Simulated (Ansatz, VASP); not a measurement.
# One calculation of Al, two programs

```xyz
2
Lattice="-3.2364 2.8191 1.3764 2.8191 -3.2364 1.3764 2.4870 2.4870 -2.1407" Properties=species:S:1:pos:R:3 pbc="T T T"
Al   -3.1670    2.7497    1.3764
Al   -0.5484    2.6180    0.3060
```

Alike in both runs: task single point; functional BLYP; k mesh 17 × 17 × 12; occupations fermi-dirac, width 0.1 eV; no spin polarisation.

|  | VASP | Ansatz |
| --- | --- | --- |
| version | VASP 6.6.1 | Ansatz 0.2.0 |
| potentials or method | VASP PAW PBE potentials, release 64 (Al), cutoff 520 eV | plane waves (420 eV) with PAW, scalar-relativistic |
| valence electrons in the cell | 6 | 6 |

|  | VASP | Ansatz | Ansatz less VASP |
| --- | --- | --- | --- |
| pressure (GPa) | 2.5 | 2.4 | -0.10 |
| traceless stress, the component that is largest in VASP (GPa) | 0.06 | 0.07 | +0.004 |

VASP's potentials were made for PBE, not for BLYP.
